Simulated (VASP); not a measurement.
Write the native input for VASP 6.6.1 that does the following.

```yaml
Task: single point
Functional: PBE
Potentials_or_basis: VASP PAW PBE potentials, release 64 (C)
Cutoff: 520 eV
k_mesh: 4 × 4 × 2
Occupations: gaussian, width 0.1 eV
Spin: no spin polarisation
Dipole_correction: no
Further_INCAR_settings: ALGO = Normal; EDIFF = 1e-06; NBANDS = 36
```

The structure of C lies in POSCAR:

```
C
1.0
    2.2738813661     -2.6900904992      0.0001723359
    2.2737685398      2.6899980280     -0.0000208496
    0.0002651253     -0.0002050347      6.0403049658
C
12
Direct
    0.2499835610      0.2499865297     -0.0000003235
    0.2500384693      0.2500053642      0.5000044815
    0.7499650956      0.7499817835      0.0000020866
    0.7500417983      0.7500002059      0.4999954174
    0.6037733160      0.3962603414      0.3528967898
    0.6037511975      0.3962318158      0.8529183347
    0.1036653780      0.8962374669      0.1471109509
    0.1037316307      0.8962547639      0.6471101024
    0.3961905634      0.6037506273      0.1470749654
    0.3962618655      0.6037749128      0.6470933731
    0.8963188602      0.1037790794      0.3528975802
    0.8962782645      0.1037371092      0.8528962414
```

These files were run (other wordings do the same):

INCAR

```
  PREC = Accurate
  ENCUT = 520
  EDIFF = 1E-6
  ISMEAR = 0
  SIGMA = 0.1
  LREAL = False
  LASPH = True
  NELM = 80
  ALGO = Normal
  ISIF = 2
  LWAVE = False
  LCHARG = False
  GGA = PE
  NBANDS = 36
```

KPOINTS

```
Automatic mesh
0
Gamma
  4 4 2
```

Potentials or basis: VASP PAW PBE potentials, release 64 (C).

Command:

```bash
$ cat potpaw_PBE.64/C/POTCAR > POTCAR
$ mpirun -np 1 vasp_std > vasp.out
```

It gave:

```yaml
Pressure: 0.5 GPa
Largest_force: 0.036 eV/Å
Band_gap_on_the_k_mesh: 1.14 eV
```

Caveat: the k points lie up to 0.52 Å⁻¹ apart.

Wall time 44 s on 1 thread of Intel(R) Xeon(R) Platinum 8375C CPU @ 2.90GHz (Ice Lake), on a shared host, peak memory 0.19 GiB.
